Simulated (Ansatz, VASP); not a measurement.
## ScZnF2 in VASP and in Ansatz

The input INCAR:

```
SYSTEM = ScZnF2
ALGO = Normal
EDIFF = 1E-6
EDIFFG = -0.01
ENCUT = 600
GGA = PE
IBRION = 2
ISIF = 3
ISMEAR = 0
LASPH = .True.
LCHARG = .False.
LREAL = .False.
LWAVE = .False.
NELM = 100
NSW = 100
PREC = Accurate
SIGMA = 0.1
```

Contents of KPOINTS:

```
k-points
0
Gamma
  10 10 16
  0 0 0
```

File POSCAR:

```
ScZnF2
1.0
    4.4736684731      0.0000000000      0.0000000000
    0.0000000000      4.4736684731      0.0000000000
    0.0000000000      0.0000000000      2.8211142474
Sc Zn F
1 1 2
Direct
    0.5000000000      0.5000000000      0.5000000000
    0.0000000000      0.0000000000      0.0000000000
    0.5000000000      0.0000000000      0.0000000000
    0.0000000000      0.5000000000      0.0000000000
```

Input for Ansatz:

```yaml
crystal:
  lattice:
    - [4.4736684731, 0.0, 0.0]
    - [0.0, 4.4736684731, 0.0]
    - [0.0, 0.0, 2.8211142474]
  atoms:
    - { symbol: Sc, position: [0.5, 0.5, 0.5] }
    - { symbol: Zn, position: [0.0, 0.0, 0.0] }
    - { symbol: F, position: [0.5, 0.0, 0.0] }
    - { symbol: F, position: [0.0, 0.5, 0.0] }
basis:
  ecutwfc: 420
kpoints:
  mp_grid: { grid: [10, 10, 16] }
hamiltonian:
  xc: pbe
scf:
  occupations: { method: gaussian, width: 0.1 }
output:
  forces: true
  stress: true
  eigenvalues: true
relax:
  adjacent_minimum: "off"
  f_tol: 0.01
  max_steps: 80
  cell: { stress_tol: 0.05 }
```

Alike in both runs: task relaxation of cell and atoms; functional PBE; k mesh 10 × 10 × 16; occupations gaussian, width 0.1 eV; no spin polarisation.

|  | VASP | Ansatz |
| --- | --- | --- |
| version | VASP 6.6.1 | Ansatz 0.2.0 |
| potentials or method | VASP PAW PBE potentials, release 64 (Sc_sv, Zn, F), cutoff 600 eV | scalar-relativistic, plane waves, PAW |
| valence electrons in the cell | 37 | 37 |

Ansatz gave:

* gap on the k mesh at the Fermi level, each at its own relaxed structure (eV): none
* relaxed volume (Å³/atom): 14.13
* relaxed cell length with the largest relative difference (Å): 2.823

**Question.** What did VASP give for the same quantities?

**Answer.** gap on the k mesh at the Fermi level, each at its own relaxed structure (eV): none; relaxed volume (Å³/atom): 14.12; relaxed cell length with the largest relative difference (Å): 2.821.

A gap of «none» marks a metal or a gap that the smearing closes.

Noted on VASP's run: the relaxation stopped at its first step, so nothing moved.
